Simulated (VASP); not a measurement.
Here is a VASP 6.6.1 calculation.

The input INCAR:

```
  ALGO = Normal
  EDIFF = 1E-6
  ENCUT = 520
  GGA = PE
  ISIF = 2
  ISMEAR = 0
  LASPH = T
  LCHARG = F
  LREAL = F
  LWAVE = F
  NBANDS = 24
  NELM = 60
  PREC = Accurate
  SIGMA = 0.1
```

File KPOINTS:

```
k-points
0
Gamma
  6 6 6
```

The input POSCAR:

```
RuPt2
1.0
    0.0000000000      2.7627207600      2.7627207600
    2.7627207600      0.0000000000      2.7627207600
    2.7627207600      2.7627207600      0.0000000000
Ru Pt
1 2
Direct
    0.0000000000      0.0000000000      0.0000000000
    0.2500000000      0.2500000000      0.2500000000
    0.5000000000      0.5000000000      0.5000000000
```

Potentials or basis: VASP PAW PBE potentials, release 64 (Ru_pv, Pt).

Run with:

```bash
$ cat potpaw_PBE.64/Ru_pv/POTCAR potpaw_PBE.64/Pt/POTCAR > POTCAR
$ mpirun -np 1 vasp_std > vasp.out
```

Q: Predict the pressure.

A: 87.7 GPa.

Q: Predict the band gap on the k mesh.

A: Zero (band 17 reaches 13.55 eV, above the bottom of band 18 at 13.07 eV).

Caveat: spin-orbit coupling is left out, which moves the levels of the heavy elements.
